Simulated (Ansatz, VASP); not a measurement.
**TiB2 in VASP and in Ansatz**

Contents of INCAR:

```
SYSTEM = TiB2
  PREC = Accurate
  ENCUT = 600
  EDIFF = 1E-7
  ISMEAR = -5
  SIGMA = 0.1
  LREAL = .False.
  LASPH = .True.
  NELM = 100
  ALGO = Normal
  ISIF = 3
  LWAVE = .False.
  LCHARG = .False.
  IBRION = 2
  NSW = 100
  EDIFFG = -0.02
```

Contents of KPOINTS:

```
regular mesh
0
Gamma
  12 12 10
  0 0 0
```

Contents of POSCAR:

```
TiB2
1.0
    3.0657467113      0.0000000000      0.0000000000
   -1.5328733556      2.6550145336      0.0000000000
    0.0000000000      0.0000000000      3.2712563681
Ti B
1 2
Direct
    0.0000000000      0.0000000000      0.0000000000
    0.3333333333      0.6666666667      0.5000000000
    0.6666666667      0.3333333333      0.5000000000
```

Input for Ansatz:

```yaml
crystal:
  lattice:
    - [3.0657467113, 0.0, 0.0]
    - [-1.5328733556, 2.6550145336, 0.0]
    - [0.0, 0.0, 3.2712563681]
  atoms:
    - { symbol: Ti, position: [0.0, 0.0, 0.0] }
    - { symbol: B, position: [0.3333333333, 0.6666666667, 0.5] }
    - { symbol: B, position: [0.6666666667, 0.3333333333, 0.5] }
kpoints:
  mp_grid: { grid: [12, 12, 10] }
scf:
  occupations: { method: tetrahedron }
  algorithm: density_mixing
hamiltonian:
  xc: lda
  pseudopotentials: { kind: all_electron, lapw: { basis_error: 0.001 } }
output:
  forces: true
  stress: true
relax:
  f_tol: 0.02
  max_steps: 80
  cell: {}
  max_displacement: 0.1
```

Alike in both runs: task relaxation of cell and atoms; functional LDA; k mesh 12 × 12 × 10; occupations tetrahedron; no spin polarisation.

|  | VASP | Ansatz |
| --- | --- | --- |
| version | VASP 6.6.1 | Ansatz 0.2.0 |
| potentials or method | VASP PAW LDA potentials, release 64 (Ti_sv, B), cutoff 600 eV | all-electron LAPW, scalar-relativistic |

|  | VASP | Ansatz | Ansatz less VASP |
| --- | --- | --- | --- |
| gap on the k mesh at the Fermi level, each at its own relaxed structure (eV) | none | none | - |
| relaxed volume (Å³/atom) | 8.18 | 8.17 | -0.011 |
| relaxed length of the cell vector where the two differ most in proportion (Å) | 3.157 | 3.155 | -0.0020 |

LDA's correlation is that of Perdew and Zunger in VASP and of Perdew and Wang (1992) in Ansatz. A gap of «none» marks a metal or a gap that the smearing closes. Ansatz ran all-electron here, and VASP with PAW potentials. Ansatz's warnings: band table not solved further, forces under tetrahedra, tetrahedron derivatives may miss energy slope.
